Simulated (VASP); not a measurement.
Runs of VASP 6.6.1 on NaF. The structure is that of space group Fm-3m (No. 225), or close to it. The cells are those of the table. 

```csv
cell,gap on the mesh (eV),pressure (GPa)
"a = 3.274 Å, angles 60.0°, 2 atoms",6.17,-0.1
"a = 3.137 Å, angles 60.0°, 2 atoms",(a),8.4
"a = 3.207 Å, angles 60.0°, 2 atoms",6.51,3.4
"a = 3.241 Å, angles 60.0°, 2 atoms",6.33,1.5
"a = 3.281 Å, angles 60.0°, 2 atoms",6.14,-0.4
"a = 3.306 Å, angles 60.0°, 2 atoms",6.02,(b)
"a = 3.380 Å, angles 60.0°, 2 atoms",5.71,(c)
```

Alike in all rows: task single point; level PBEsol; potentials or basis VASP PAW PBE potentials, release 64 (Na_pv, F); no spin polarisation; k mesh 8 × 8 × 8; cutoff (eV) 520; smearing gaussian 0.02 eV.

Fill in the values left out.

(a) 6.90; (b) -1.5; (c) -3.9.

Caveats: the PAW data sets were made with another functional, which shifts forces and pressure a little.

